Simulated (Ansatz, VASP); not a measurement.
# N in VASP and in Ansatz

```
N
1.0
     9.00000    0.00000    0.00000
     0.00000    9.50000    0.00000
     0.00000    0.00000   10.00000
N
2
Direct
  0.50000 0.50000 0.44489
  0.50000 0.50000 0.55511
```

Alike in both runs: functional PBE; k mesh 1 × 1 × 1; occupations fermi-dirac, width 0.05 eV; no spin polarisation.

Ansatz relaxed the structure, and its values are those at the end. VASP's run is a single point on that final structure, the one shown.

|  | VASP | Ansatz |
| --- | --- | --- |
| version | VASP 6.6.1 | Ansatz 0.2.0 |
| potentials or method | VASP PAW PBE potentials, release 64 (N), cutoff 520 eV | plane waves, PAW |
| valence electrons in the cell | 10 | 10 |

```csv
,VASP,Ansatz,Ansatz less VASP
rms of the force components (eV/Å),0.999,0.004,-0.9952
```

One of these differences is far larger than is usual between the two programs; its cause wasn't traced. Ansatz's warnings: stress scf threshold loose.

Noted on VASP's run: the standard files for N, O and F lose accuracy on very short bonds.
